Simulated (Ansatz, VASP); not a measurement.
**CsPbBr3: VASP beside Ansatz**

```xyz
5
Lattice="6.0595 0.0000 0.0000 0.0000 6.0595 0.0000 0.0000 0.0000 6.0595" Properties=species:S:1:pos:R:3 pbc="T T T"
Cs    0.0000    0.0000    0.0000
Pb    3.0297    3.0297    3.0297
Br    0.0000    3.0297    3.0297
Br    3.0297    0.0000    3.0297
Br    3.0297    3.0297    0.0000
```

Alike in both runs: task single point; functional PBEsol; k mesh 6 × 6 × 6; occupations gaussian, width 0.02 eV; no spin polarisation.

|  | VASP | Ansatz |
| --- | --- | --- |
| version | VASP 6.6.1 | Ansatz 0.2.0 |
| potentials or method | VASP PAW PBE potentials, release 64 (Cs_sv, Pb_d, Br), cutoff 520 eV | scalar-relativistic, plane waves, PAW |
| valence electrons in the cell | 44 | 44 |

```csv
,VASP,Ansatz,Ansatz less VASP
gap on the k mesh at the Fermi level (eV),1.77,1.77,-0.001
least direct gap on the mesh (eV),1.77,1.77,-0.001
pressure (GPa),-1.6,-1.6,0.00
```

VASP's potentials were made for PBE, not for PBEsol. With one functional, cell and mesh, what is left measures potentials, basis and numerics.

Neither program's run includes spin-orbit coupling.
